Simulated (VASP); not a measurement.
Set up this calculation in VASP 6.6.1, as the native input.

* Task: single point
* Functional: BLYP
* Dispersion: D3(BJ)
* Potentials or basis: VASP PAW PBE potentials, release 64 (Sb, Mn_pv)
* Cutoff: 520 eV
* k mesh: 7 × 7 × 5
* Occupations: fermi-dirac, width 0.05 eV
* Spin: collinear spin, ferromagnetic start
* Starting moments: [0.0, 0.0, 4.0, 4.0] μB
* Dipole correction: no
* Further INCAR settings: ALGO = Normal; EDIFF = 1e-07; NBANDS = 30

The structure of MnSb lies in POSCAR:

```
MnSb
1.0
    4.0142483181      0.0000000000      0.0000000000
   -2.0071241591      3.4764410206      0.0000000000
    0.0000000000      0.0000000000      5.5008650941
Sb Mn
2 2
Direct
    0.6666666667      0.3333333333      0.7500000000
    0.3333333333      0.6666666667      0.2500000000
    0.0000000000      0.0000000000      0.5000000000
    0.0000000000      0.0000000000      0.0000000000
```

The input as run:

INCAR

```
SYSTEM = MnSb
AGGAC = 1.0
AGGAX = 1.0
ALDAC = 0.0
ALDAX = 1.0
ALGO = Normal
EDIFF = 1E-7
ENCUT = 520
GGA = B5
ISIF = 2
ISMEAR = -1
ISPIN = 2
IVDW = 12
LASPH = .True.
LCHARG = .False.
LMAXMIX = 4
LORBIT = 11
LREAL = .False.
LWAVE = .False.
MAGMOM = 0 0 4 4
NBANDS = 30
NELM = 150
PREC = Accurate
SIGMA = 0.05
VDW_A1 = 0.4298
VDW_A2 = 4.2359
VDW_S6 = 1.0
VDW_S8 = 2.6996
```

KPOINTS

```
k-points
0
Gamma
  7 7 5
  0 0 0
```

Potentials or basis: VASP PAW PBE potentials, release 64 (Sb, Mn_pv).

The run is started by

```bash
$ cat potpaw_PBE.64/Sb/POTCAR potpaw_PBE.64/Mn_pv/POTCAR > POTCAR
$ mpirun -np 1 vasp_std > vasp.out
```

It gave:

```yaml
Pressure: 0.0 GPa
Net_moment: 5.67 μB per cell
Site_moments: Sb -0.11; Mn +2.87 μB
Valence_electrons_inside_the_program's_atomic_spheres: Sb 2.54; Mn 11.72
Dispersion_energy_per_atom: -1.023 eV
```

Caveat: the dispersion term is far too large for a dense solid, which distorts pressure and volume; the PAW data sets were made with another functional, which shifts forces and pressure a little; the run started ferromagnetic, and an antiferromagnetic order may lie lower in energy.

Run time: 3.7 min on 1 thread of AMD EPYC 7R43 64-Core Processor (Zen 3) (shared host), peak memory 0.25 GiB.
